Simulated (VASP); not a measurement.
# CrRhF6 (R-3) in VASP: single point with r2SCAN+U

Aim: the single point of CrRhF6 with r2SCAN+U.

Everything below comes from runs of VASP 6.6.1. Logs are shortened: lines on timing, memory, paths and dates and some standing lists are left out, and cuts for length are marked.

### 1 The cell of the first run

Symmetry: R-3, No. 148, trigonal system. The conventional cell has a = 4.985 Å, b = 4.985 Å, c = 14.165 Å, α = 90.00°, β = 90.00°, γ = 120.00°. Within 2.8 Å of Cr (site symmetry -3) lie 6 F at 2.15 Å. Within 2.5 Å of Rh (site symmetry -3) lie 6 F at 1.90 Å. F (site symmetry 1) has 1 Rh at 1.90 Å and 1 Cr at 2.15 Å within 2.5 Å.

### 2 Single point, r2SCAN+U

Input file POSCAR:

```
CrRhF6
1.0
    4.9849505400      0.0000000000      0.0000000000
   -2.4924752700      4.3170976000      0.0000000000
    0.0000000000     -2.8780617200      4.7217517800
Cr Rh F
1 1 6
Direct
    0.0000000000      0.0000000000      0.0000000000
    0.5000000000      0.0000000000      0.5000000000
    0.2743000000      0.1651000000      0.7361000000
    0.5710000000      0.8453000000      0.7361000000
    0.8908000000      0.4618000000      0.7361000000
    0.7257000000      0.8349000000      0.2639000000
    0.4290000000      0.1547000000      0.2639000000
    0.1092000000      0.5382000000      0.2639000000
```

Input file INCAR.step1:

```
PREC = Accurate
ENCUT = 520
ISMEAR = -5
SIGMA = 0.1
LREAL = F
LASPH = T
NELM = 150
LMAXMIX = 4
LDAU = T
LDAUTYPE = 1
LDAUL = 2 -1 -1
LDAUU = 3.34 0 0
LDAUJ = 0.42 0 0
NBANDS = 44
GGA = PE
ALGO = Normal
EDIFF = 1E-4
LWAVE = T
LCHARG = F
```

Input file INCAR.step2:

```
PREC = Accurate
ENCUT = 520
EDIFF = 1E-7
ISMEAR = -1
SIGMA = 0.1
LREAL = F
LASPH = T
NELM = 150
ALGO = Normal
ISIF = 2
LWAVE = F
LCHARG = F
LMAXMIX = 4
LDAU = T
LDAUTYPE = 1
LDAUL = 2 -1 -1
LDAUU = 3.34 0 0
LDAUJ = 0.42 0 0
LDAUPRINT = 1
METAGGA = R2SCAN
LMIXTAU = T
LORBIT = 11
NBANDS = 44
ISTART = 1
```

Input file KPOINTS:

```
regular mesh
0
Gamma
  5 5 5
```

Potentials or basis: VASP PAW PBE potentials, release 64 (Cr_pv, Rh_pv, F).

Run with:

```sh
$ cat potpaw_PBE.64/Cr_pv/POTCAR potpaw_PBE.64/Rh_pv/POTCAR potpaw_PBE.64/F/POTCAR > POTCAR
$ cp INCAR.step1 INCAR
$ mpirun -np 1 vasp_std > vasp.out
$ cp INCAR.step2 INCAR
$ mpirun -np 1 vasp_std > vasp.out
```

OUTCAR:

```text
PREC = Accurate
   ENCUT = 520
   EDIFF = 1E-7
   ISMEAR = -1
   LREAL = F
   LASPH = T
   NELM = 150
   ISIF = 2
   METAGGA = R2SCAN
   LORBIT = 11
   ISTART = 1

 ion  position               nearest neighbor table
   1  0.000  0.000  0.000-   4 2.15   7 2.15   6 2.15   3 2.15   8 2.15   5 2.15
   2  0.500  0.000  0.500-   3 1.90   6 1.90   4 1.90   7 1.90   5 1.90   8 1.90
   3  0.274  0.165  0.736-   2 1.90   1 2.15
   4  0.571  0.845  0.736-   2 1.90   1 2.15
   5  0.891  0.462  0.736-   2 1.90   1 2.15
   6  0.726  0.835  0.264-   2 1.90   1 2.15
   7  0.429  0.155  0.264-   2 1.90   1 2.15
   8  0.109  0.538  0.264-   2 1.90   1 2.15

  LATTYP: Found a trigonal (rhomboedric) cell.
 ALAT       =     5.5297539851
 COS(alpha) =     0.5936684580

  Lattice vectors:

 A1 = (  -0.0000000000,  -2.8780617200,   4.7217517800)
 A2 = (   2.4924752700,   1.4390358800,   4.7217517800)
 A3 = (  -2.4924752700,   1.4390358800,   4.7217517800)

Analysis of symmetry for initial positions (statically):
=====================================================================
 Subroutine PRICEL returns:
 Original cell was already a primitive cell.

 Routine SETGRP: Setting up the symmetry group for a
 trigonal (rhombohedral) supercell.

 Subroutine GETGRP returns: Found  6 space group operations
 (whereof  6 operations were pure point group operations)
 out of a pool of 12 trial point group operations.

The static configuration has the point symmetry S_6 .

Analysis of symmetry for dynamics (positions and initial velocities):
=====================================================================
 Subroutine PRICEL returns:
 Original cell was already a primitive cell.

 Routine SETGRP: Setting up the symmetry group for a
 trigonal (rhombohedral) supercell.

 Subroutine GETGRP returns: Found  6 space group operations
 (whereof  6 operations were pure point group operations)
 out of a pool of 12 trial point group operations.

The dynamic configuration has the point symmetry S_6 .

 Subroutine INISYM returns: Found  6 space group operations
[... 174 lines left out ...]
  o =  0.0927  v =  0.0000  0.0000  0.0000  0.0000  0.0000  0.5251 -0.2681 -0.0000 -0.5564 -0.5856      0.0000  0.0000  0.0000  0.0000  0.0000  0.0000  0.0000  0.0000  0.0000  0.0000
  o =  0.0927  v =  0.0000  0.0000  0.0000  0.0000  0.0000  0.5856 -0.5563  0.0000  0.2681  0.5251      0.0000  0.0000  0.0000  0.0000  0.0000  0.0000  0.0000  0.0000  0.0000  0.0000
  o =  0.0927  v =  0.5856 -0.5563  0.0000  0.2681  0.5251  0.0000  0.0000  0.0000  0.0000  0.0000      0.0000  0.0000  0.0000  0.0000  0.0000  0.0000  0.0000  0.0000  0.0000  0.0000
  o =  0.8467  v =  0.0000  0.0000  0.0000  0.0000  0.0000  0.1580  0.4048  0.0000 -0.6743  0.5970      0.0000  0.0000  0.0000  0.0000  0.0000  0.0000  0.0000  0.0000  0.0000  0.0000
  o =  0.8467  v =  0.1580  0.4048  0.0000 -0.6743  0.5970  0.0000  0.0000  0.0000  0.0000  0.0000      0.0000  0.0000  0.0000  0.0000  0.0000  0.0000  0.0000  0.0000  0.0000  0.0000
  o =  0.8467  v =  0.0000  0.0000  0.0000  0.0000  0.0000 -0.5970 -0.6743  0.0000 -0.4048  0.1580      0.0000  0.0000  0.0000  0.0000  0.0000  0.0000  0.0000  0.0000  0.0000  0.0000
  o =  0.8467  v = -0.5970 -0.6743  0.0000 -0.4048  0.1580  0.0000  0.0000  0.0000  0.0000  0.0000      0.0000  0.0000  0.0000  0.0000  0.0000  0.0000  0.0000  0.0000  0.0000  0.0000

 number of electron      68.9999987 magnetization

 Free energy of the ion-electron system (eV)
  ---------------------------------------------------
  ext. energy  EPLUGINS =         0.00000000
  ---------------------------------------------------
  free energy    TOTEN  =       -70.50109298 eV

  energy without entropy =      -70.28041610  energy(sigma->0) =      -70.39075454

 E-fermi :   1.0617     XC(G=0): -10.5062

 val. band max:        1.0584956922   @ k =   0.0000   0.4000   0.2000
 cond. band min:       1.0692955756   @ k =   0.0000   0.0000   0.0000
 fundamental gap:      0.0107998834
 Fermi energy:         1.0616806456

 k-point     1 :       0.0000    0.0000    0.0000
  band No.  band energies     occupation
      1     -47.5283      2.00000
      2     -47.4495      2.00000
      3     -47.4495      2.00000
      4     -43.5307      2.00000
      5     -43.1774      2.00000
      6     -43.1773      2.00000
[... 1070 lines left out ...]
     43       9.8428      0.00000
     44      12.5064      0.00000

------------------------ aborting loop because EDIFF is reached ----------------------------------------

  FORCE on cell =-STRESS in cart. coord.  units (eV):
  Direction    XX          YY          ZZ          XY          YZ          ZX
  --------------------------------------------------------------------------------------
  -------------------------------------------------------------------------------------
  Total       -1.5604926     -1.5604954     -2.2115418      0.0001177     -0.0000016     -0.0000000
  in kB      -24.6046071    -24.6046504    -34.8698323      0.0018559     -0.0000247     -0.0000000
  external PRESSURE =     -28.0263632 kB  Pullay stress =       0.0000000 kB

 VOLUME and BASIS-vectors are now :
 -----------------------------------------------------------------------------
  energy-cutoff  :      520.00
  volume of cell :      101.61
      direct lattice vectors                 reciprocal lattice vectors
     4.984950540  0.000000000  0.000000000     0.200603796  0.115818554  0.070595186
    -2.492475270  4.317097600  0.000000000     0.000000000  0.231637107  0.141190372
     0.000000000 -2.878061720  4.721751780     0.000000000  0.000000000  0.211785805

 POSITION                                       TOTAL-FORCE (eV/Angst)
 -----------------------------------------------------------------------------------
      0.00000      0.00000      0.00000        -0.000000     -0.000000     -0.000000
      2.49248     -1.43903      2.36088        -0.000000     -0.000000     -0.000000
      0.95586     -1.40579      3.47568        -1.391129     -0.846404      1.336285
      0.73952      1.53070      3.47568         1.428572     -0.781550      1.336285
      3.28957     -0.12491      3.47568        -0.037443      1.627958      1.336285
      1.53661      2.84482      1.24607         1.391129      0.846404     -1.336285
      1.75296     -0.09167      1.24607        -1.428572      0.781550     -1.336285
     -0.79709      1.56394      1.24607         0.037443     -1.627958     -1.336285
 -----------------------------------------------------------------------------------
    total drift:                               -0.000000     -0.000000     -0.000000

  FREE ENERGIE OF THE ION-ELECTRON SYSTEM (eV)
  ---------------------------------------------------
  free  energy   TOTEN  =       -70.5010929755 eV

  energy  without entropy=      -70.2804160951  energy(sigma->0) =      -70.39075454

 total charge

# of ion       s       p       d       tot
------------------------------------------
    1        0.188   6.122   3.811  10.121
    2        0.356   6.380   6.848  13.584
    3        1.742   4.362   0.000   6.104
    4        1.742   4.362   0.000   6.104
    5        1.742   4.362   0.000   6.104
    6        1.742   4.362   0.000   6.104
    7        1.742   4.362   0.000   6.104
    8        1.742   4.362   0.000   6.104
--------------------------------------------------
tot         10.996  38.673  10.659  60.328
```

Wall time 4.8 min (1 thread of Intel Xeon 6975P-C (Granite Rapids), shared host); peak memory 0.32 GiB.

Results:

```yaml
Free_energy: -70.5011 eV
Pressure: -2.8 GPa
Largest_force: 2.106 eV/Å
Band_gap_on_the_k_mesh: zero (an odd number of electrons rules out a gap without spin polarisation)
Valence_electrons_inside_the_program's_atomic_spheres: Cr 10.12; Rh 13.58; F 6.10
```

Forces in eV/Å, atoms in the order of the input:
```
Cr   0.000  0.000  0.000
Rh   0.000  0.000  0.000
F   -1.391 -0.846  1.336
F    1.429 -0.782  1.336
F   -0.037  1.628  1.336
F    1.391  0.846 -1.336
F   -1.429  0.782 -1.336
F    0.037 -1.628 -1.336
```

Stress tensor (GPa, compression positive):
```
-2.46  0.00  0.00
 0.00 -2.46  0.00
 0.00  0.00 -3.49
```

Eigenvalues of the final occupation matrices:
```tsv
site	spin	trace	eigenvalues
site 1 d	1	1.91	0.04 0.09 0.09 0.85 0.85
site 1 d	2	1.91	0.04 0.09 0.09 0.85 0.85
```

Caveat: the PAW data sets were made with another functional, which shifts forces and pressure a little; an odd number of electrons without spin polarisation forces a metal; a magnetic or distorted state may lie lower; the run has no spin polarisation, though such a crystal can be magnetic; U without spin polarisation on a metal has little footing. Spin polarisation is off, so any magnetic state and its effect on volume and gap are missing.
